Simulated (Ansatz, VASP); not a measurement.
**Two plane-wave programs on Rh**

```xyz
1
Lattice="0.0000 2.0424 1.9000 1.9000 0.0000 1.9000 1.9000 2.0424 0.0000" Properties=species:S:1:pos:R:3 pbc="T T T"
Rh    0.0000    0.0000    0.0000
```

Change from the starting cell: strain +0.0750 x Voigt [0, 1, 0, 0, 0, 0], atoms carried along.

Alike in both runs: task single point; functional r2SCAN; k mesh 28 × 28 × 28; occupations gaussian, width 0.15 eV; no spin polarisation.

```csv
,VASP,Ansatz
version,VASP 6.6.1,Ansatz 0.2.0
potentials or method,"VASP PAW PBE potentials, release 64 (Rh_pv), cutoff 520 eV","scalar-relativistic, plane waves, PAW"
valence electrons in the cell,15,17
```

```csv
,VASP,Ansatz,Ansatz less VASP
gap on the k mesh at the Fermi level (eV),none,none,-
pressure (GPa),-15.2,-16.1,-0.85
"traceless stress, the component that is largest in VASP (GPa)",-9.96,-9.90,+0.061
```

VASP's potentials were made for PBE, not for r2SCAN. A gap of «none» marks a metal or a gap that the smearing closes. With one functional, cell and mesh, what is left measures potentials, basis and numerics. VASP's potentials hold 15 valence electrons a cell and Ansatz's 17, so a difference there can come from the potentials and not from the codes.
